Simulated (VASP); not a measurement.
# ZrGe in VASP: notebook

The runs below take ZrGe through single point, with PBE.

All numbers are computed with VASP 6.6.1; they aren't measurements. Logs are shortened: lines on timing, memory, paths and dates and some standing lists are left out, and cuts for length are marked.

### 1 The cell of the first run

The cell holds a sheet with vacuum, 2 atoms: a = 3.745 Å, b = 3.745 Å, c = 23.800 Å, α = 90.00°, β = 90.00°, γ = 90.00°.

The cell was generated, and may not be a known phase.

### 2 Single point, PBE

The input, INCAR:

```
SYSTEM = ZrGe
PREC = Accurate
ENCUT = 520
EDIFF = 1E-6
ISMEAR = 0
SIGMA = 0.1
LREAL = .False.
LASPH = .True.
NELM = 100
ALGO = Normal
ISIF = 2
LWAVE = .False.
LCHARG = .True.
LDIPOL = .True.
IDIPOL = 3
DIPOL = 0.5 0.5 0.294
GGA = PE
LELF = .True.
LVHAR = .True.
LVACPOTAV = .True.
NBANDS = 20
```

The input, KPOINTS:

```
Automatic mesh
0
Gamma
  14 14 1
  0 0 0
```

The input, POSCAR:

```
ZrGe
1.0
    3.6972698266      0.5989993397      0.0000000000
   -0.5989030666      3.6972854226      0.0000000000
    0.0000000000      0.0000000000     23.8000000000
Zr Ge
1 1
Direct
    0.0000000000      0.0000000000      0.2941176471
    0.5000000000      0.5000000000      0.2941176471
```

Potentials or basis: VASP PAW PBE potentials, release 64 (Zr_sv, Ge_d).

Command:

```
cat potpaw_PBE.64/Zr_sv/POTCAR potpaw_PBE.64/Ge_d/POTCAR > POTCAR
mpirun -np 1 vasp_std > vasp.out
```

OUTCAR:

```text
SYSTEM = ZrGe
   PREC = Accurate
   ENCUT = 520
   EDIFF = 1E-6
   ISMEAR = 0
   LREAL = .False.
   LASPH = .True.
   NELM = 100
   ISIF = 2
   GGA = PE

 ion  position               nearest neighbor table
   1  0.000  0.000  0.294-   2 2.65   2 2.65   2 2.65   2 2.65
   2  0.500  0.500  0.294-   1 2.65   1 2.65   1 2.65   1 2.65

  LATTYP: Found a base centered orthorhombic cell.
 ALAT       =     5.2968366201
 B/A-ratio  =     1.0000260393
 C/A-ratio  =     4.4932478963

  Lattice vectors:

 A1 = (   0.5989030666,  -3.6972854226,   0.0000000000)
 A2 = (   3.6972698266,   0.5989993397,   0.0000000000)
 A3 = (   0.0000000000,   0.0000000000,  23.8000000000)

Analysis of symmetry for initial positions (statically):
=====================================================================
 Subroutine PRICEL returns:
 Original cell was already a primitive cell.

 Routine SETGRP: Setting up the symmetry group for a
 base centered orthorhombic supercell.

 Subroutine GETGRP returns: Found  8 space group operations
 (whereof  4 operations were pure point group operations)
 out of a pool of  8 trial point group operations.

The static configuration has the point symmetry C_2v.
 The point group associated with its full space group is D_2h.

Analysis of symmetry for dynamics (positions and initial velocities):
=====================================================================
 Subroutine PRICEL returns:
 Original cell was already a primitive cell.

 Routine SETGRP: Setting up the symmetry group for a
 base centered orthorhombic supercell.

 Subroutine GETGRP returns: Found  8 space group operations
 (whereof  4 operations were pure point group operations)
 out of a pool of  8 trial point group operations.

The dynamic configuration has the point symmetry C_2v.
 The point group associated with its full space group is D_2h.

 Subroutine INISYM returns: Found  8 space group operations
 (whereof  4 operations are pure point group operations),
 and found     1 'primitive' translations

----------------------------------------------------------------------------------------

                                     Primitive cell

  volume of cell :     333.8808

  direct lattice vectors                    reciprocal lattice vectors
     3.697269827  0.598999340  0.000000000     0.263553332  0.042691564  0.000000000
    -0.598903067  3.697285423  0.000000000    -0.042698427  0.263552220  0.000000000
     0.000000000  0.000000000 23.800000000     0.000000000  0.000000000  0.042016807

  length of vectors
     3.745477857  3.745477857 23.800000000     0.266988630  0.266988630  0.042016807

  position of ions in fractional coordinates (direct lattice)
     0.000000000  0.000000000  0.294117647
     0.500000000  0.500000000  0.294117647

  ion indices of the primitive-cell ions
   primitive index   ion index
                 1           1
                 2           2

----------------------------------------------------------------------------------------

 KPOINTS: Automatic mesh

Automatic generation of k-mesh.
 Grid dimensions read from file:
 generate k-points for:   14   14    1

 Generating k-lattice:

  Cartesian coordinates                     Fractional coordinates (reciprocal lattice)
     0.018825238  0.003049397  0.000000000     0.071428571  0.000000000  0.000000000
    -0.003049888  0.018825159  0.000000000     0.000000000  0.071428571  0.000000000
     0.000000000  0.000000000  0.042016807     0.000000000  0.000000000  1.000000000

  Length of vectors
     0.019070616  0.019070616  0.042016807

  Shift w.r.t. Gamma in fractional coordinates (k-lattice)
     0.000000000  0.000000000  0.000000000

 Subroutine IBZKPT returns following result:
 ===========================================

 Found     57 irreducible k-points:

 Following reciprocal coordinates:
            Coordinates               Weight
  0.000000  0.000000  0.000000      1.000000
  0.071429  0.000000  0.000000      4.000000
  0.142857  0.000000  0.000000      4.000000
  0.214286  0.000000  0.000000      4.000000
  0.285714  0.000000  0.000000      4.000000
  0.357143  0.000000  0.000000      4.000000
[... 16 lines left out ...]
  0.214286  0.142857  0.000000      4.000000
  0.285714  0.142857  0.000000      4.000000
 [... further k-points ...]
   k-points           NKPTS =     57   k-points in BZ     NKDIM =     57   number of bands    NBANDS=     20
   number of dos      NEDOS =    301   number of ions     NIONS =      2
   total plane-waves  NPLWV = 141120
   dimension x,y,z NGX =    28 NGY =   28 NGZ =  180
   dimension x,y,z NGXF=    56 NGYF=   56 NGZF=  360
   ions per type =               1   1
   NGX,Y,Z   is equivalent  to a cutoff of  12.43, 12.43, 12.57 a.u.
   NGXF,Y,Z  is equivalent  to a cutoff of  24.86, 24.86, 25.15 a.u.
 SYSTEM =  ZrGe
   PREC   = accura    normal or accurate (medium, high low for compatibility)
   ISTART =      0    job   : 0-new  1-cont  2-samecut
   ICHARG =      2    charge: 1-file 2-atom 10-const
   ISPIN  =      1    spin polarized calculation?
   LNONCOLLINEAR =      F non collinear calculations
   LSORBIT =      F    spin-orbit coupling
   LASPH  =      T    aspherical Exc in radial PAW
   ENCUT  =  520.0 eV  38.22 Ry    6.18 a.u.   6.96  6.96 44.25*2*pi/ulx,y,z
   NELM   =    100;   NELMIN=  2; NELMDL= -5     # of ELM steps
   EDIFF  = 0.1E-05   stopping-criterion for ELM
   LREAL  =      F    real-space projection
   EDIFFG = 0.1E-04   stopping-criterion for IOM
   NSW    =      0    number of steps for IOM
   IBRION =     -1    ionic relax: 0-MD 1-quasi-New 2-CG
   NFREE  =      0    steps in history (QN), initial steepest desc. (CG)
   ISIF   =      2    stress and relaxation
   ISYM   =      2    0-nonsym 1-usesym 2-fastsym
   POTIM  = 0.5000    time-step for ionic-motion
   TEBEG  =    0.0;   TEEND  =   0.0 temperature during run
   PSTRESS=    0.0 pullay stress
   NELECT =      26.0000    total number of electrons
   NUPDOWN=      -1.0000    fix difference up-down
   EMIN   =  10.00;   EMAX   =-10.00  energy-range for DOS
   EFERMI =   0.00;   METHOD = LEGACY
   ISMEAR =     0;   SIGMA  =   0.10  broadening in eV -4-tet -1-fermi 0-gaus
   EFERMI_NEDOS =   21; number of points for ismear=-14 and -15
   IALGO  =     38    algorithm
   IMIX   =      4    mixing-type and parameters
     AMIX     =   0.40;   BMIX     =  1.00
     AMIX_MAG =   1.60;   BMIX_MAG =  1.00
  volume/ion in A,a.u.               =     166.94      1126.57
  Fermi-wavevector in a.u.,A,eV,Ry     =   0.699094  1.321096  6.649605  0.488732
  Thomas-Fermi vector in A             =   1.782878
   LORBIT       =      0    0 simple, 1 ext, 2 COOP (PROOUT), +10 PAW based schemes
   GGA     = PE    functional components
   LHFCALC =     F    Hartree Fock is set to
   AEXX    =    0.0000 exact exchange contribution
   IVDW    =     0    specifies the selected vdW correction
   LEPSILON=     F    determine dielectric tensor
   LRPA    =     F    only Hartree local field effects (RPA)
 non-spin polarized calculation
 Gauss-broadening in eV      SIGMA  =   0.10
  energy-cutoff  :      520.00
  volume of cell :      333.88
 maximum number of plane-waves:      9032
   NGX = 13   NGY = 13   NGZ = 89

 dipolmoment           0.000000      0.000000     -0.000000 electrons x Angstroem

 number of electron      25.9999983 magnetization

 dipolmoment           0.000000      0.000000      0.000001 electrons x Angstroem

 Free energy of the ion-electron system (eV)
  ---------------------------------------------------
  ext. energy  EPLUGINS =         0.00000000
  ---------------------------------------------------
  free energy    TOTEN  =       -12.28343962 eV

  energy without entropy =      -12.27510295  energy(sigma->0) =      -12.27927129

 E-fermi :  -2.2065     XC(G=0):  -2.0731

 val. band max:       -2.2081006053   @ k =   0.0714   0.0000   0.0000
 cond. band min:      -2.1786775289   @ k =   0.0714   0.0714   0.0000
 fundamental gap:      0.0294230764
 Fermi energy:        -2.2065226397

 k-point     1 :       0.0000    0.0000    0.0000
  band No.  band energies     occupation
      1     -51.7344      2.00000
      2     -30.1521      2.00000
      3     -29.5305      2.00000
      4     -29.5305      2.00000
      5     -25.8027      2.00000
      6     -25.7690      2.00000
[... 12 lines left out ...]
     19       1.1958      0.00000
     20       1.2005      0.00000

 k-point     2 :       0.0714    0.0000    0.0000
  band No.  band energies     occupation
      1     -51.7341      2.00000
      2     -30.1516      2.00000
      3     -29.5385      2.00000
      4     -29.5318      2.00000
      5     -25.8014      2.00000
      6     -25.7679      2.00000
[... 12 lines left out ...]
     19       1.2541      0.00000
     20       1.2605      0.00000

 k-point     3 :       0.1429    0.0000    0.0000
  band No.  band energies     occupation
      1     -51.7330      2.00000
      2     -30.1505      2.00000
      3     -29.5609      2.00000
      4     -29.5355      2.00000
      5     -25.7978      2.00000
      6     -25.7678      2.00000
[... 12 lines left out ...]
     19       1.4494      0.00000
     20       1.6092      0.00000

 k-point     4 :       0.2143    0.0000    0.0000
  band No.  band energies     occupation
      1     -51.7316      2.00000
      2     -30.1488      2.00000
      3     -29.5929      2.00000
      4     -29.5408      2.00000
      5     -25.7928      2.00000
      6     -25.7677      2.00000
[... 12 lines left out ...]
     19       1.7512      0.00000
     20       2.1940      0.00000

 k-point     5 :       0.2857    0.0000    0.0000
  band No.  band energies     occupation
      1     -51.7300      2.00000
      2     -30.1469      2.00000
      3     -29.6281      2.00000
      4     -29.5466      2.00000
      5     -25.7873      2.00000
      6     -25.7676      2.00000
[... 12 lines left out ...]
     19       2.1539      0.00000
     20       2.5454      0.00000

 k-point     6 :       0.3571    0.0000    0.0000
  band No.  band energies     occupation
      1     -51.7285      2.00000
      2     -30.1452      2.00000
      3     -29.6595      2.00000
      4     -29.5518      2.00000
      5     -25.7826      2.00000
      6     -25.7674      2.00000
[... 12 lines left out ...]
     19       2.6019      0.00000
     20       2.9891      0.00000

 k-point     7 :       0.4286    0.0000    0.0000
  band No.  band energies     occupation
      1     -51.7275      2.00000
      2     -30.1440      2.00000
      3     -29.6811      2.00000
      4     -29.5554      2.00000
      5     -25.7794      2.00000
      6     -25.7673      2.00000
[... 12 lines left out ...]
     19       2.5113      0.00000
     20       3.3117      0.00000
[... 277 lines left out ...]
 k-point    20 :      -0.1429    0.0714    0.0000
  band No.  band energies     occupation
      1     -51.7327      2.00000
      2     -30.1500      2.00000
      3     -29.5631      2.00000
      4     -29.5411      2.00000
      5     -25.7980      2.00000
      6     -25.7683      2.00000
[... 12 lines left out ...]
     19       1.4902      0.00000
     20       1.5115      0.00000

 k-point    21 :      -0.0714    0.0714    0.0000
  band No.  band energies     occupation
      1     -51.7337      2.00000
      2     -30.1512      2.00000
      3     -29.5429      2.00000
      4     -29.5364      2.00000
      5     -25.8006      2.00000
      6     -25.7681      2.00000
[... 12 lines left out ...]
     19       1.3109      0.00000
     20       1.3247      0.00000

 k-point    22 :       0.1429    0.1429    0.0000
  band No.  band energies     occupation
      1     -51.7317      2.00000
      2     -30.1488      2.00000
      3     -29.5736      2.00000
      4     -29.5527      2.00000
      5     -25.7976      2.00000
      6     -25.7687      2.00000
[... 12 lines left out ...]
     19       1.6159      0.00000
     20       1.6904      0.00000

 k-point    23 :       0.2143    0.1429    0.0000
  band No.  band energies     occupation
      1     -51.7303      2.00000
      2     -30.1469      2.00000
      3     -29.5976      2.00000
      4     -29.5603      2.00000
      5     -25.7954      2.00000
      6     -25.7689      2.00000
[... 12 lines left out ...]
     19       1.9286      0.00000
     20       1.9665      0.00000

 k-point    24 :       0.2857    0.1429    0.0000
  band No.  band energies     occupation
      1     -51.7287      2.00000
      2     -30.1449      2.00000
      3     -29.6273      2.00000
      4     -29.5654      2.00000
      5     -25.7914      2.00000
      6     -25.7690      2.00000
[... 12 lines left out ...]
     19       2.2949      0.00000
     20       2.7326      0.00000

 [... further k-points ...]

------------------------ aborting loop because EDIFF is reached ----------------------------------------

  FORCE on cell =-STRESS in cart. coord.  units (eV):
  Direction    XX          YY          ZZ          XY          YZ          ZX
  --------------------------------------------------------------------------------------
  -------------------------------------------------------------------------------------
  Total        0.0274139      0.0266356     -0.0176789     -0.0011696      0.0000000      0.0000000
  in kB        0.1315497      0.1278148     -0.0848350     -0.0056126      0.0000000      0.0000000
  external PRESSURE =       0.0581765 kB  Pullay stress =       0.0000000 kB

 VOLUME and BASIS-vectors are now :
 -----------------------------------------------------------------------------
  energy-cutoff  :      520.00
  volume of cell :      333.88
      direct lattice vectors                 reciprocal lattice vectors
     3.697269827  0.598999340  0.000000000     0.263553332  0.042691564  0.000000000
    -0.598903067  3.697285423  0.000000000    -0.042698427  0.263552220  0.000000000
     0.000000000  0.000000000 23.800000000     0.000000000  0.000000000  0.042016807

 POSITION                                       TOTAL-FORCE (eV/Angst)
 -----------------------------------------------------------------------------------
      0.00000      0.00000      7.00000         0.000000      0.000000     -0.000000
      1.54918      2.14814      7.00000        -0.000000      0.000000      0.000000
 -----------------------------------------------------------------------------------
    total drift:                                0.000000      0.000000     -0.000287

  FREE ENERGIE OF THE ION-ELECTRON SYSTEM (eV)
  ---------------------------------------------------
  free  energy   TOTEN  =       -12.2834396250 eV

  energy  without entropy=      -12.2751029539  energy(sigma->0) =      -12.27927129

 vacuum level on the upper side and lower side of the slab         1.497         1.497
```

Run time: 15 min. Hardware: 1 thread of Intel Xeon 8259CL, shared host; peak memory 0.64 GiB.

Results:

| Property | Result |
| --- | --- |
| Free energy | -12.2834 eV |
| Band gap on the k mesh | zero (bands 13 and 14 overlap by 0.13 eV) |

### 3 Single point, PBE

The input, INCAR:

```
SYSTEM = ZrGe
PREC = Accurate
ENCUT = 520
EDIFF = 1E-6
ISMEAR = 0
SIGMA = 0.1
LREAL = .FALSE.
LASPH = .TRUE.
NELM = 60
ALGO = Normal
ISIF = 2
LWAVE = .FALSE.
LCHARG = .FALSE.
LDIPOL = .TRUE.
IDIPOL = 3
DIPOL = 0.5 0.5 0.294
GGA = PE
NBANDS = 20
```

The input, KPOINTS:

```
Automatic mesh
0
G
  14 14 1
  0 0 0
```

The input, POSCAR:

```
ZrGe
1.0
    3.6979833071      0.5983816285      0.0000000000
   -0.5997144386      3.6977673947      0.0000000000
    0.0000000000      0.0000000000     23.8000000000
Zr Ge
1 1
Direct
    0.0000000000      0.0000000000      0.2941176471
    0.5000000000      0.5000000000      0.2941176471
```

Potentials or basis: VASP PAW PBE potentials, release 64 (Zr_sv, Ge_d).

Command:

```
cat potpaw_PBE.64/Zr_sv/POTCAR potpaw_PBE.64/Ge_d/POTCAR > POTCAR
mpirun -np 1 vasp_std > vasp.out
```

Wall time 15 min (1 thread of Intel Xeon 8259CL, shared host); peak memory 0.64 GiB.

It converged, with:

- Free energy: -12.2834 eV
- Band gap on the k mesh: zero (bands 13 and 14 overlap by 0.13 eV)

Levels at points of the mesh, in eV from the Fermi level:
| k point | band 10 | band 11 | band 12 | band 13 | band 14 | band 15 | band 16 | band 17 |
| --- | --- | --- | --- | --- | --- | --- | --- | --- |
| (0.00, 0.00, 0.00) | -8.95 | -1.43 | -0.94 | -0.03 | 1.35 | 1.35 | 1.48 | 1.97 |
| (0.50, 0.00, 0.00) | -7.17 | -3.89 | -1.92 | -1.78 | 0.69 | 1.59 | 2.84 | 2.86 |
| (0.50, 0.50, 0.00) | -7.78 | -1.13 | -1.12 | -0.08 | -0.08 | 1.06 | 1.16 | 3.18 |

The gap in the log of VASP goes by the Fermi energy; the results here count the filled bands.